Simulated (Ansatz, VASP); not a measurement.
# Two plane-wave programs on Mg8HO8

```
Mg O H
1.0
     0.00000    3.85100    3.85100
     3.85100    0.00000    3.85100
     3.85100    3.85100    0.00000
Mg O H
8 8 1
Direct
  0.99871 0.99921 0.00225
  0.99869 0.99920 0.49863
  0.99743 0.50084 0.00027
  0.99869 0.50286 0.49863
  0.50033 0.99796 0.00026
  0.50232 0.99921 0.49865
  0.50033 0.50084 0.00027
  0.50034 0.50084 0.49736
  0.25455 0.25507 0.23471
  0.25454 0.25507 0.75448
  0.24955 0.75014 0.24957
  0.25455 0.73527 0.75449
  0.74963 0.25004 0.24957
  0.73477 0.25507 0.75449
  0.74963 0.75015 0.24957
  0.74963 0.75014 0.74949
  0.12459 0.12513 0.62452
```

Alike in both runs: functional PBE; dispersion D3(BJ); k mesh 3 × 3 × 3; occupations gaussian, width 0.05 eV; collinear spin.

Ansatz relaxed the structure, and its values are those at the end. VASP's run is a single point on that final structure, the one shown.

|  | VASP | Ansatz |
| --- | --- | --- |
| version | VASP 6.6.1 | Ansatz 0.2.0 |
| potentials or method | VASP PAW PBE potentials, release 64 (Mg, O, H), cutoff 520 eV | scalar-relativistic, plane waves, PAW |
| valence electrons in the cell | 65 | 129 |

|  | VASP | Ansatz | Ansatz less VASP |
| --- | --- | --- | --- |
| rms of the force components (eV/Å) | 0.010 | 0.009 | -0.0009 |
| net moment per atom (μB) | 0.05 | 0.05 | 0.000 |
| size of the moment on the site where the two differ most (μB) | 0.30 | 0.40 | +0.096 |

Site moments also hang on the region over which each program counts them. VASP's potentials hold 65 valence electrons a cell and Ansatz's 129, so a difference there can come from the potentials and not from the codes.

The k mesh is coarse, so the values compare programs but aren't converged.
